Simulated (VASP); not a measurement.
Runs of VASP 6.6.1 on MgCd3Te4. The structure is that of space group I-42m (No. 121), or close to it. The cells are those of the table. 

```csv
cell,k mesh,gap on the mesh (eV),pressure (GPa),largest force (eV/Å)
"a = 6.591, b = 6.591, c = 8.072 Å, angles 114.1, 114.1, 90.0°, 8 atoms",2 × 2 × 2,1.00,0.1,(a)
"a = 8.059 Å, angles 131.8, 131.8, 70.5°, 8 atoms",4 × 4 × 4,1.03,0.2,0.03
"a = 7.474 Å, angles 131.8, 131.8, 70.5°, 8 atoms",4 × 4 × 4,1.80,(b),0.60
"a = 6.599, b = 6.610, c = 8.039 Å, angles 114.3, 114.0, 90.0°, 8 atoms",2 × 2 × 2,0.99,0.1,(c)
```

Alike in all rows: task single point; level PBE; potentials or basis VASP PAW PBE potentials, release 64 (Mg, Cd, Te); no spin polarisation; cutoff (eV) 520; smearing gaussian 0.1 eV.

Q: Fill in the values left out.

A: (a) 0.01; (b) 14.1; (c) 0.02.

Caveats: some runs use coarse meshes; spin-orbit coupling is left out, which moves the levels of the heavy elements.

A k mesh can miss the band edges, and the runs leave out spin-orbit coupling on Cd, Te.
